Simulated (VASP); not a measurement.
# Mo (Im-3m) in VASP: notebook

The runs below take Mo through single point, with PBEsol.

Everything below comes from runs of VASP 6.6.1. Logs are shortened: lines on timing, memory, paths and dates and some standing lists are left out, and cuts for length are marked.

## (1) The cell of the first run

The structure is cubic, space group Im-3m (No. 229). Conventional cell: a = 3.209 Å, b = 3.209 Å, c = 3.209 Å, α = 90.00°, β = 90.00°, γ = 90.00°. Mo (site symmetry m-3m) has 14 Mo at 2.78 to 3.21 Å within 3.7 Å.

## (2) Single point, PBEsol, non-collinear spin, zero start, spin-orbit coupling

File INCAR:

```
SYSTEM = Mo
ALGO     = Normal         ! electronic algorithm
EDIFF    = 1E-6           ! SCF threshold, eV
ENCUT    = 520            ! plane-wave cutoff, eV
GGA      = PS             ! functional
GGA_COMPAT= .FALSE.      
ISIF     = 2              ! what is computed and relaxed
ISMEAR   = -1             ! smearing method
LASPH    = .TRUE.         ! aspherical terms in the spheres
LCHARG   = .TRUE.         ! write CHGCAR
LMAXMIX  = 4              ! l up to which the mixer works
LORBIT   = 11             ! projections on sites
LORBMOM  = .TRUE.       
LREAL    = .FALSE.        ! projectors in reciprocal space
LSORBIT  = .TRUE.         ! spin-orbit coupling
LVHAR    = .TRUE.       
LWAVE    = .FALSE.        ! write WAVECAR
MAGMOM   = 0 0 0          ! initial moments
NBANDS   = 25             ! bands
NELM     = 150            ! most SCF steps
PREC     = Accurate       ! precision mode
SIGMA    = 0.05           ! smearing width, eV
```

File KPOINTS:

```
k-points
0
G
  12 12 12
  0 0 0
```

File POSCAR:

```
Mo
1.0
   -1.6046509537      1.6046509537      1.6046509537
    1.6046509537     -1.6046509537      1.6046509537
    1.6046509537      1.6046509537     -1.6046509537
Mo
1
Direct
    0.0000000000      0.0000000000      0.0000000000
```

Potentials or basis: VASP PAW PBE potentials, release 64 (Mo_sv).

On the command line:

```sh
$ cat potpaw_PBE.64/Mo_sv/POTCAR > POTCAR
$ mpirun -np 1 vasp_ncl > vasp.out
```

OUTCAR:

```text
SYSTEM = Mo
   EDIFF = 1E-6
   ENCUT = 520
   GGA = PS
   ISIF = 2
   ISMEAR = -1
   LASPH = .TRUE.
   LORBIT = 11
   LREAL = .FALSE.
   LSORBIT = .TRUE.
   NELM = 150
   PREC = Accurate

 ion  position               nearest neighbor table
   1  0.000  0.000  0.000-

  LATTYP: Found a body centered cubic cell.
 ALAT       =     3.2093019074

  Lattice vectors:

 A1 = (  -1.6046509537,   1.6046509537,   1.6046509537)
 A2 = (   1.6046509537,  -1.6046509537,   1.6046509537)
 A3 = (   1.6046509537,   1.6046509537,  -1.6046509537)

Analysis of symmetry for initial positions (statically):
=====================================================================
 Subroutine PRICEL returns:
 Original cell was already a primitive cell.

 Routine SETGRP: Setting up the symmetry group for a
 body centered cubic supercell.

 Subroutine GETGRP returns: Found 48 space group operations
 (whereof 48 operations were pure point group operations)
 out of a pool of 48 trial point group operations.

The static configuration has the point symmetry O_h .

Analysis of symmetry for dynamics (positions and initial velocities):
=====================================================================
 Subroutine PRICEL returns:
 Original cell was already a primitive cell.

 Routine SETGRP: Setting up the symmetry group for a
 body centered cubic supercell.

 Subroutine GETGRP returns: Found 48 space group operations
 (whereof 48 operations were pure point group operations)
 out of a pool of 48 trial point group operations.

The dynamic configuration has the point symmetry O_h .

Analysis of structural, dynamic, and magnetic symmetry:
=====================================================================
 Subroutine PRICEL returns:
 Original cell was already a primitive cell.

 Routine SETGRP: Setting up the symmetry group for a
 body centered cubic supercell.

 Subroutine GETGRP returns: Found 48 space group operations
 (whereof 48 operations were pure point group operations)
 out of a pool of 48 trial point group operations.

The overall configuration has the point symmetry O_h .

 Subroutine INISYM returns: Found 48 space group operations
 (whereof 48 operations are pure point group operations),
 and found     1 'primitive' translations

----------------------------------------------------------------------------------------

                                     Primitive cell

  volume of cell :      16.5273

  direct lattice vectors                    reciprocal lattice vectors
    -1.604650954  1.604650954  1.604650954     0.000000000  0.311594244  0.311594244
     1.604650954 -1.604650954  1.604650954     0.311594244  0.000000000  0.311594244
     1.604650954  1.604650954 -1.604650954     0.311594244  0.311594244  0.000000000

  length of vectors
     2.779336980  2.779336980  2.779336980     0.440660805  0.440660805  0.440660805

  position of ions in fractional coordinates (direct lattice)
     0.000000000  0.000000000  0.000000000

  ion indices of the primitive-cell ions
   primitive index   ion index
                 1           1

----------------------------------------------------------------------------------------

 KPOINTS: k-points

Automatic generation of k-mesh.
 Grid dimensions read from file:
 generate k-points for:   12   12   12

 Generating k-lattice:

  Cartesian coordinates                     Fractional coordinates (reciprocal lattice)
     0.000000000  0.025966187  0.025966187     0.083333333  0.000000000  0.000000000
     0.025966187  0.000000000  0.025966187     0.000000000  0.083333333  0.000000000
     0.025966187  0.025966187  0.000000000     0.000000000  0.000000000  0.083333333

  Length of vectors
     0.036721734  0.036721734  0.036721734

  Shift w.r.t. Gamma in fractional coordinates (k-lattice)
     0.000000000  0.000000000  0.000000000

 Subroutine IBZKPT returns following result:
 ===========================================

 Found     72 irreducible k-points:

 Following reciprocal coordinates:
            Coordinates               Weight
  0.000000  0.000000  0.000000      1.000000
  0.083333  0.000000  0.000000     12.000000
  0.166667  0.000000  0.000000     12.000000
  0.250000  0.000000  0.000000     12.000000
  0.333333  0.000000  0.000000     12.000000
  0.416667  0.000000  0.000000     12.000000
[... 16 lines left out ...]
  0.333333  0.083333  0.083333     24.000000
  0.416667  0.083333  0.083333     12.000000
 [... further k-points ...]
   k-points           NKPTS =     72   k-points in BZ     NKDIM =     72   number of bands    NBANDS=     25
   number of dos      NEDOS =    301   number of ions     NIONS =      1
   total plane-waves  NPLWV =  13824
   dimension x,y,z NGX =    24 NGY =   24 NGZ =   24
   dimension x,y,z NGXF=    48 NGYF=   48 NGZF=   48
   ions per type =               1
   NGX,Y,Z   is equivalent  to a cutoff of  14.36, 14.36, 14.36 a.u.
   NGXF,Y,Z  is equivalent  to a cutoff of  28.71, 28.71, 28.71 a.u.
 SYSTEM =  Mo
   PREC   = accura    normal or accurate (medium, high low for compatibility)
   ISTART =      0    job   : 0-new  1-cont  2-samecut
   ICHARG =      2    charge: 1-file 2-atom 10-const
   ISPIN  =      1    spin polarized calculation?
   LNONCOLLINEAR =      T non collinear calculations
   LSORBIT =      T    spin-orbit coupling
   LASPH  =      T    aspherical Exc in radial PAW
   ENCUT  =  520.0 eV  38.22 Ry    6.18 a.u.   5.17  5.17  5.17*2*pi/ulx,y,z
   NELM   =    150;   NELMIN=  2; NELMDL= -5     # of ELM steps
   EDIFF  = 0.1E-05   stopping-criterion for ELM
   LREAL  =      F    real-space projection
   EDIFFG = 0.1E-04   stopping-criterion for IOM
   NSW    =      0    number of steps for IOM
   IBRION =     -1    ionic relax: 0-MD 1-quasi-New 2-CG
   NFREE  =      0    steps in history (QN), initial steepest desc. (CG)
   ISIF   =      2    stress and relaxation
   ISYM   =      2    0-nonsym 1-usesym 2-fastsym
   POTIM  = 0.5000    time-step for ionic-motion
   TEBEG  =    0.0;   TEEND  =   0.0 temperature during run
   PSTRESS=    0.0 pullay stress
   NELECT =      14.0000    total number of electrons
   NUPDOWN=      -1.0000    fix difference up-down
   EMIN   =  10.00;   EMAX   =-10.00  energy-range for DOS
   EFERMI =   0.00;   METHOD = LEGACY
   ISMEAR =    -1;   SIGMA  =   0.05  broadening in eV -4-tet -1-fermi 0-gaus
   EFERMI_NEDOS =   21; number of points for ismear=-14 and -15
   IALGO  =     38    algorithm
   IMIX   =      4    mixing-type and parameters
     AMIX     =   0.40;   BMIX     =  1.00
     AMIX_MAG =   1.60;   BMIX_MAG =  1.00
  volume/ion in A,a.u.               =      16.53       111.53
  Fermi-wavevector in a.u.,A,eV,Ry     =   1.548996  2.927178 32.645660  2.399388
  Thomas-Fermi vector in A             =   2.653866
   LORBIT       =     11    0 simple, 1 ext, 2 COOP (PROOUT), +10 PAW based schemes
   GGA     = PS    functional components
   LHFCALC =     F    Hartree Fock is set to
   AEXX    =    0.0000 exact exchange contribution
   IVDW    =     0    specifies the selected vdW correction
   LEPSILON=     F    determine dielectric tensor
   LRPA    =     F    only Hartree local field effects (RPA)
  energy-cutoff  :      520.00
  volume of cell :       16.53
 maximum number of plane-waves:       932
 NGX is ok and might be reduce to    24
   NGX = 11   NGY = 11   NGZ = 11

 number of electron      13.9999999 magnetization       0.0000000      0.0000000      0.0000000

 number of electron      13.9999999 magnetization      -0.0000000     -0.0000000      0.0000000

 number of electron      13.9999999 magnetization       0.0000000      0.0000000     -0.0000000

 Free energy of the ion-electron system (eV)
  ---------------------------------------------------
  ext. energy  EPLUGINS =         0.00000000
  ---------------------------------------------------
  free energy    TOTEN  =       -11.82875866 eV

  energy without entropy =      -11.82614657  energy(sigma->0) =      -11.82745261

 E-fermi :  11.5499     XC(G=0): -13.2157

 val. band max:       11.5232111244   @ k =  -0.1667   0.2500   0.0833
 cond. band min:      11.6066492575   @ k =  -0.3333   0.3333   0.2500
 fundamental gap:      0.0834381331
 Fermi energy:        11.5498678064

 k-point     1 :       0.0000    0.0000    0.0000
  band No.  band energies     occupation
      1     -49.5994      1.00000
      2     -49.5994      1.00000
      3     -24.6968      1.00000
      4     -24.6968      1.00000
      5     -22.1788      1.00000
      6     -22.1788      1.00000
[... 17 lines left out ...]
     24      26.3070      0.00000
     25      26.3070      0.00000

 k-point     2 :       0.0833    0.0000    0.0000
  band No.  band energies     occupation
      1     -49.5855      1.00000
      2     -49.5855      1.00000
      3     -24.7293      1.00000
      4     -24.7293      1.00000
      5     -22.2446      1.00000
      6     -22.2446      1.00000
[... 17 lines left out ...]
     24      26.7896      0.00000
     25      26.8123      0.00000
[... 586 lines left out ...]
     24      24.2394      0.00000
     25      27.3647      0.00000

 k-point    24 :       0.4167    0.0833    0.0833
  band No.  band energies     occupation
      1     -49.3828      1.00000
      2     -49.3828      1.00000
      3     -25.2425      1.00000
      4     -25.2425      1.00000
      5     -23.0196      1.00000
      6     -23.0196      1.00000
[... 17 lines left out ...]
     24      23.8586      0.00000
     25      26.8488      0.00000

 [... further k-points ...]

------------------------ aborting loop because EDIFF is reached ----------------------------------------

  FORCE on cell =-STRESS in cart. coord.  units (eV):
  Direction    XX          YY          ZZ          XY          YZ          ZX
  --------------------------------------------------------------------------------------
  -------------------------------------------------------------------------------------
  Total       -1.8340326     -1.8340326     -1.8340326      0.0000000     -0.0000000      0.0000000
  in kB     -177.7935094   -177.7935094   -177.7935094      0.0000000     -0.0000000      0.0000000
  external PRESSURE =    -177.7935094 kB  Pullay stress =       0.0000000 kB

 VOLUME and BASIS-vectors are now :
 -----------------------------------------------------------------------------
  energy-cutoff  :      520.00
  volume of cell :       16.53
      direct lattice vectors                 reciprocal lattice vectors
    -1.604650954  1.604650954  1.604650954     0.000000000  0.311594244  0.311594244
     1.604650954 -1.604650954  1.604650954     0.311594244  0.000000000  0.311594244
     1.604650954  1.604650954 -1.604650954     0.311594244  0.311594244  0.000000000

 POSITION                                       TOTAL-FORCE (eV/Angst)
 -----------------------------------------------------------------------------------
      0.00000      0.00000      0.00000         0.000000     -0.000000      0.000000
 -----------------------------------------------------------------------------------
    total drift:                               -0.000000      0.000000      0.000000

  FREE ENERGIE OF THE ION-ELECTRON SYSTEM (eV)
  ---------------------------------------------------
  free  energy   TOTEN  =       -11.8287586625 eV

  energy  without entropy=      -11.8261465663  energy(sigma->0) =      -11.82745261

 orbital moment (x)

 # of ion     p       d       tot
 ----------------------------------------
  1         0.000  -0.000  -0.000
 ----------------------------------------
            0.000  -0.000  -0.000

 orbital moment (y)

 # of ion     p       d       tot
 ----------------------------------------
  1        -0.000   0.000   0.000
 ----------------------------------------
           -0.000   0.000   0.000

 orbital moment (z)

 # of ion     p       d       tot
 ----------------------------------------
  1         0.000   0.000   0.000
 ----------------------------------------
            0.000   0.000   0.000

 Spin-Orbit-Coupling matrix elements

 Ion:    1  E_soc:     -0.2072815
 l=   1
     0.0000000    -0.0301580    -0.0301580
    -0.0301580     0.0000000    -0.0301580
    -0.0301580    -0.0301580     0.0000000
 l=   2
     0.0000000    -0.0011154     0.0000000    -0.0011154    -0.0032735
    -0.0011154     0.0000000    -0.0024551    -0.0011154    -0.0008184
     0.0000000    -0.0024551     0.0000000    -0.0024551     0.0000000
    -0.0011154    -0.0011154    -0.0024551     0.0000000    -0.0008184
    -0.0032735    -0.0008184     0.0000000    -0.0008184     0.0000000
 l=   3
     0.0000000     0.0000000     0.0000000     0.0000000     0.0000000     0.0000000     0.0000000
     0.0000000     0.0000000     0.0000000     0.0000000     0.0000000     0.0000000     0.0000000
     0.0000000     0.0000000     0.0000000     0.0000000     0.0000000     0.0000000     0.0000000
     0.0000000     0.0000000     0.0000000     0.0000000     0.0000000     0.0000000     0.0000000
     0.0000000     0.0000000     0.0000000     0.0000000     0.0000000     0.0000000     0.0000000
     0.0000000     0.0000000     0.0000000     0.0000000     0.0000000     0.0000000     0.0000000
     0.0000000     0.0000000     0.0000000     0.0000000     0.0000000     0.0000000     0.0000000

 total charge

# of ion       s       p       d       tot
------------------------------------------
    1        2.366   6.186   3.834  12.386

 magnetization (x)

# of ion       s       p       d       tot
------------------------------------------
    1       -0.000  -0.000   0.000   0.000

 magnetization (y)

# of ion       s       p       d       tot
------------------------------------------
    1        0.000   0.000  -0.000  -0.000

 magnetization (z)

# of ion       s       p       d       tot
------------------------------------------
    1        0.000  -0.000  -0.000  -0.000
```

Run time: 2.3 min. Hardware: 1 thread of AMD EPYC 7R13, shared host; peak memory 0.19 GiB.

What came out:

| Quantity | Value |
| --- | --- |
| Free energy | -11.8288 eV |
| Pressure | -17.8 GPa |
| Net moment | 0.00 μB per cell |
| Valence electrons inside the program's atomic spheres | Mo 12.39 |

Moments on the atoms (μB; x, y, z):
```
Mo  0.00 0.00 0.00
```

Caveat: the cell stands under tension; the PAW data sets were made with another functional, which shifts forces and pressure a little.

## (3) Single point, PBEsol, non-collinear spin, zero start, spin-orbit coupling

This run uses another cell than the first one, of 16.85 Å³/atom.

File INCAR:

```
SYSTEM = Mo
PREC = Accurate
ENCUT = 520
EDIFF = 1E-7
ISMEAR = -1
SIGMA = 0.05
LREAL = .FALSE.
LASPH = .TRUE.
NELM = 150
ALGO = Normal
ISIF = 2
LWAVE = .FALSE.
LCHARG = .FALSE.
LNONCOLLINEAR = .TRUE.
MAGMOM = 0 0 0
LORBIT = 11
LSORBIT = .TRUE.
GGA_COMPAT = .FALSE.
LORBMOM = .TRUE.
LMAXMIX = 4
GGA = PS
NBANDS = 25
```

File KPOINTS:

```
Automatic mesh
0
G
  12 12 12
  0 0 0
```

File POSCAR:

```
Mo
1.0
   -1.6148719360      1.6148719360      1.6148719360
    1.6148719360     -1.6148719360      1.6148719360
    1.6148719360      1.6148719360     -1.6148719360
Mo
1
Direct
    0.0000000000      0.0000000000      0.0000000000
```

Potentials or basis: VASP PAW PBE potentials, release 64 (Mo_sv).

On the command line:

```sh
$ cat potpaw_PBE.64/Mo_sv/POTCAR > POTCAR
$ mpirun -np 1 vasp_ncl > vasp.out
```

Run time: 2.3 min. Hardware: 1 thread of AMD EPYC 7R13, shared host; peak memory 0.19 GiB.

The run converged. Its results:

| Quantity | Value |
| --- | --- |
| Free energy | -11.7899 eV |
| Pressure | -21.5 GPa |
| Net moment | 0.00 μB per cell |
| Valence electrons inside the program's atomic spheres | Mo 12.35 |

Moments on the atoms (μB; x, y, z):
```
Mo  0.00 0.00 0.00
```

Caveat: the cell stands under tension; the PAW data sets were made with another functional, which shifts forces and pressure a little.
